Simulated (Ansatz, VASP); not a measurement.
**One calculation of HfN, two programs**

```
Hf N
1.0
     0.00000    2.27390    2.27390
     2.27390    0.00000    2.27390
     2.27390    2.27390    0.00000
Hf N
1 1
Direct
  0.50000 0.50000 0.50000
  0.00000 0.00000 0.00000
```

Alike in both runs: functional PBE; k mesh 16 × 16 × 16; occupations gaussian, width 0.1 eV; no spin polarisation.

Ansatz relaxed the structure, and its values are those at the end. VASP's run is a single point on that final structure, the one shown.

|  | VASP | Ansatz |
| --- | --- | --- |
| version | VASP 6.6.1 | Ansatz 0.2.0 |
| potentials or method | VASP PAW PBE potentials, release 64 (Hf_pv, N), cutoff 520 eV | scalar-relativistic, plane waves, PAW |
| valence electrons in the cell | 15 | 31 |

VASP gave:

* gap on the k mesh at the Fermi level (eV): none
* pressure (GPa): -2.3

Question: Estimate Ansatz's values.

Answer: gap on the k mesh at the Fermi level (eV): none; pressure (GPa): 0.0.

A gap of «none» marks a metal or a gap that the smearing closes. VASP's potentials hold 15 valence electrons a cell and Ansatz's 31, so a difference there can come from the potentials and not from the codes.

Spin-orbit coupling is off throughout.
